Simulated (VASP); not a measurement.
A run of VASP 6.6.1 is set up as follows.

Contents of INCAR:

```
SYSTEM = HgS
PREC     = Accurate       ! precision mode
ENCUT    = 500            ! plane-wave cutoff, eV
EDIFF    = 1E-8           ! SCF threshold, eV
ISMEAR   = -1             ! smearing method
SIGMA    = 0.08           ! smearing width, eV
LREAL    = .FALSE.        ! projectors in reciprocal space
LASPH    = .TRUE.         ! aspherical terms in the spheres
NELM     = 120            ! most SCF steps
ALGO     = Normal         ! electronic algorithm
ISIF     = 3              ! what is computed and relaxed
LWAVE    = .FALSE.        ! write WAVECAR
LCHARG   = .TRUE.         ! write CHGCAR
GGA      = PS             ! functional
IBRION   = 6              ! ionic algorithm
NFREE    = 2            
POTIM    = 0.015          ! step
NSW      = 1              ! ionic steps
GGA_COMPAT= .FALSE.
```

File KPOINTS:

```
Automatic mesh
0
G
  14 14 14
  0 0 0
```

File POSCAR:

```
HgS
1.0
    0.0000000000      2.9081727684      2.9081727684
    2.9081727684      0.0000000000      2.9081727684
    2.9081727684      2.9081727684      0.0000000000
Hg S
1 1
Direct
    0.0000000000      0.0000000000      0.0000000000
    0.7500000000      0.7500000000      0.7500000000
```

Potentials or basis: VASP PAW PBE potentials, release 64 (Hg, S).

Launch:

```console
$ cat potpaw_PBE.64/Hg/POTCAR potpaw_PBE.64/S/POTCAR > POTCAR
$ mpirun -np 1 vasp_std > vasp.out
```

(1) What does it give for the elastic constants C11, C12, C44?

(2) Estimate the Voigt bulk modulus.

(3) Estimate the highest phonon frequency at Γ, LO-TO splitting left out.

## Answers

(1) 78, 65, 21 GPa.

(2) 69 GPa.

(3) 187 cm⁻¹.

Caveat: the cell is under stress, which shifts elastic constants; the PAW data sets were made with another functional, which shifts forces and pressure a little.
